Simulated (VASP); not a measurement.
Wanted: the native input for a VASP 6.6.1 run.

```
Task                   : single point
Functional             : LDA
Potentials or basis    : VASP PAW LDA potentials, release 64 (Si)
Cutoff                 : 520 eV
k mesh                 : 12 × 12 × 6
Occupations            : gaussian, width 0.03 eV
Spin                   : no spin polarisation
Dipole correction      : no
Further INCAR settings : ALGO = Normal; EDIFF = 1e-06; NBANDS = 16
```

The structure of Si lies in POSCAR:

```
Si
1.0
    3.8313174605      0.0000000000      0.0000000000
   -1.9156587303      3.3180182508      0.0000000000
    0.0000000000      0.0000000000      6.5859268802
Si
4
Direct
    0.3333333333      0.6666666667      0.0630095000
    0.6666666667      0.3333333333      0.5630095000
    0.3333333333      0.6666666667      0.4369905000
    0.6666666667      0.3333333333      0.9369905000
```

This isn't the form of Si at room conditions, which is diamond.

This cell differs from its parent crystal: strain +0.000 along x and y, +0.040 along z.

The input as run:

INCAR

```
SYSTEM = Si
ALGO = Normal
EDIFF = 1E-6
ENCUT = 520
ISIF = 2
ISMEAR = 0
LASPH = .True.
LCHARG = .False.
LREAL = .False.
LWAVE = .False.
NBANDS = 16
NELM = 60
PREC = Accurate
SIGMA = 0.03
```

KPOINTS

```
k-points
0
Gamma
  12 12 6
  0 0 0
```

Potentials or basis: VASP PAW LDA potentials, release 64 (Si).

Launch:

```sh
$ cat potpaw_LDA.64/Si/POTCAR > POTCAR
$ mpirun -np 1 vasp_std > vasp.out
```

It gave:

```
Pressure               : -5.0 GPa
Largest force          : 0.248 eV/Å
Band gap on the k mesh : 0.51 eV (least direct gap 1.23 eV)
```

Caveat: the cell differs from its parent crystal (strain +0.000 along x and y, +0.040 along z); the cell stands under tension.

Wall time 63 s on 1 thread of Intel(R) Xeon(R) Platinum 8259CL CPU @ 2.50GHz (Skylake/Cascade Lake), with other jobs on the host, peak memory 0.2 GiB.
